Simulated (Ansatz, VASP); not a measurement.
# Sb, level by level in two programs

```
Sb
1.0
    -1.57654    1.57654    2.71194
     1.57654   -1.57654    2.71194
     1.57654    1.57654   -2.71194
Sb
1
Direct
  0.00000 0.00000 0.00000
```

Single points on this cell with VASP 6.6.1 and Ansatz 0.2.0. Each row is one pair of runs. Alike in all rows: spin: off; k mesh: 12 × 12 × 12; VASP's potentials, cutoff: VASP PAW PBE potentials, release 64 (Sb), 520 eV; Ansatz's potentials, cutoff: Ansatz PAW, 420 eV.

| level | smearing | gap on the k mesh at the Fermi level (eV), VASP | gap on the k mesh at the Fermi level (eV), Ansatz | pressure (GPa), VASP | pressure (GPa), Ansatz |
| --- | --- | --- | --- | --- | --- |
| PBE | gaussian, width 0.011 eV | none | none | 1.7 | 1.8 |
| PBE | gaussian, width 0.016 eV | none | none | 1.7 | 1.8 |
| PBE | gaussian, width 0.017 eV | none | none | 1.7 | 1.8 |
| PBE | gaussian, width 0.018 eV | none | none | 1.7 | 1.8 |
| PBE | gaussian, width 0.019 eV | none | none | 1.7 | 1.8 |
| PBE | gaussian, width 0.02 eV | none | ? | 1.7 | ? |
| PBE | gaussian, width 0.021 eV | none | none | 1.7 | 1.8 |
| PBE | gaussian, width 0.022 eV | none | none | 1.7 | 1.8 |

Fill in what Ansatz gave in row 6.

gap on the k mesh at the Fermi level (eV): none; pressure (GPa): 1.8.

VASP's potentials hold 5 valence electrons a cell and Ansatz's 15, so a difference there can come from the potentials and not from the codes.

A gap of «none» marks a metal or a gap that the smearing closes.

Spin-orbit coupling is off throughout.
